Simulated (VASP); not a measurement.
Set up this calculation in VASP 6.6.1, as the native input.

```
Task                   : single point
Functional             : LDA
Potentials or basis    : VASP PAW LDA potentials, release 64 (Na_pv, Pd, O)
Cutoff                 : 520 eV
k mesh                 : 9 × 9 × 9
Occupations            : methfessel-paxton, width 0.1 eV
Spin                   : no spin polarisation
Dipole correction      : no
Further INCAR settings : ALGO = Normal; EDIFF = 1e-06; NBANDS = 26
```

The structure of NaPdO3 lies in POSCAR:

```
NaPdO3
1.0
    3.9911490000      0.0000000000      0.0000000000
    0.0000000000      3.9911490000      0.0000000000
    0.0000000000      0.0000000000      3.9911490000
Na Pd O
1 1 3
Direct
    0.0000000000      0.0000000000      0.0000000000
    0.5000000000      0.5000000000      0.5000000000
    0.5000000000      0.5000000000      0.0000000000
    0.5000000000      0.0000000000      0.5000000000
    0.0000000000      0.5000000000      0.5000000000
```

These files were run (other wordings do the same):

INCAR

```
SYSTEM = NaPdO3
PREC = Accurate
ENCUT = 520
EDIFF = 1E-6
ISMEAR = 1
SIGMA = 0.1
LREAL = .FALSE.
LASPH = .TRUE.
NELM = 60
ALGO = Normal
ISIF = 2
LWAVE = .FALSE.
LCHARG = .FALSE.
NBANDS = 26
```

KPOINTS

```
Automatic mesh
0
G
  9 9 9
  0 0 0
```

Potentials or basis: VASP PAW LDA potentials, release 64 (Na_pv, Pd, O).

The run is started by

```bash
$ cat potpaw_LDA.64/Na_pv/POTCAR potpaw_LDA.64/Pd/POTCAR potpaw_LDA.64/O/POTCAR > POTCAR
$ mpirun -np 1 vasp_std > vasp.out
```

Results of the run:

The pressure is -12.3 GPa and the band gap on the k mesh is zero (an odd number of electrons rules out a gap without spin polarisation).

Caveat: the cell stands under tension; an odd number of electrons without spin polarisation forces a metal; a magnetic or distorted state may lie lower.

Run time: 40 s on 1 thread of Oxide Virtual Turin-like Processor, with other jobs on the host, peak memory 0.15 GiB.
